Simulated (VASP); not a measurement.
The system is NaF.

```
Na F
1.0
     0.00000    2.27264    2.27264
     2.27264    0.00000    2.27264
     2.27264    2.27264    0.00000
Na F
1 1
Cartesian
  0.0000 0.0000 0.0000
  2.2726 2.2726 2.2726
```

Base run:

| Item | Value |
| --- | --- |
| Program | VASP 6.6.1 |
| Functional | PBE0 |
| Potentials or basis | VASP PAW PBE potentials, release 64 (Na_pv, F) |
| Cutoff | 520 eV |
| k mesh | 6 × 6 × 6 |
| Occupations | fermi-dirac, width 0.05 eV |
| Spin | no spin polarisation |

Its results: band gap on the k mesh 9.58 eV; pressure 3.5 GPa.

**Question.** The run is repeated on the same cell with these changes: functional from PBE0 to HSE06. What comes out?

**Answer.** Band gap on the k mesh 8.80 eV; pressure 3.6 GPa.

Caveats: the cell stands under pressure; the PAW data sets were made with another functional, which shifts forces and pressure a little.

